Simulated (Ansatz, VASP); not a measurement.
## AlN: VASP beside Ansatz

INCAR

```
PREC     = Accurate       # precision mode
ENCUT    = 520            # plane-wave cutoff, eV
EDIFF    = 1E-7           # SCF threshold, eV
ISMEAR   = 0              # smearing method
SIGMA    = 0.05           # smearing width, eV
LREAL    = False          # projectors in reciprocal space
LASPH    = True           # aspherical terms in the spheres
NELM     = 80             # most SCF steps
ALGO     = Normal         # electronic algorithm
ISIF     = 2              # what is computed and relaxed
LWAVE    = False          # write WAVECAR
LCHARG   = False          # write CHGCAR
NBANDS   = 11             # bands
```

Contents of KPOINTS:

```
regular mesh
0
Gamma
  10 10 10
```

POSCAR

```
AlN
1.0
    0.0000000000      2.4515732958      1.7332623201
    2.4515732958      0.0000000000      1.7332623201
    2.4515732958      2.4515732958      0.0000000000
Al N
1 1
Direct
    0.0000000000      0.0000000000      0.0000000000
    0.7500000000      0.7500000000      0.7500000000
```

Input for Ansatz:

```yaml
crystal:
  lattice:
    - [0.0, 2.4515732958, 1.7332623201]
    - [2.4515732958, 0.0, 1.7332623201]
    - [2.4515732958, 2.4515732958, 0.0]
  atoms:
    - { symbol: Al, position: [0.0, 0.0, 0.0] }
    - { symbol: "N", position: [0.75, 0.75, 0.75] }
basis:
  ecutwfc: 420
kpoints:
  mp_grid: { grid: [10, 10, 10] }
hamiltonian:
  xc: lda
scf:
  occupations: { method: gaussian, width: 0.05 }
output:
  forces: true
  stress: true
  eigenvalues: true
```

Alike in both runs: task single point; functional LDA; k mesh 10 × 10 × 10; occupations gaussian, width 0.05 eV; no spin polarisation.

|  | VASP | Ansatz |
| --- | --- | --- |
| version | VASP 6.6.1 | Ansatz 0.2.0 |
| potentials or method | VASP PAW LDA potentials, release 64 (Al, N), cutoff 520 eV | scalar-relativistic, plane waves, PAW |
| valence electrons in the cell | 8 | 8 |

```tsv
	VASP	Ansatz	Ansatz less VASP
gap on the k mesh at the Fermi level (eV)	2.83	2.86	+0.027
least direct gap on the mesh (eV)	3.10	3.10	-0.005
pressure (GPa)	-13.3	-13.7	-0.48
traceless stress, the component that is largest in VASP (GPa)	16.55	16.72	+0.164
```

LDA's correlation is that of Perdew and Zunger in VASP and of Perdew and Wang (1992) in Ansatz.
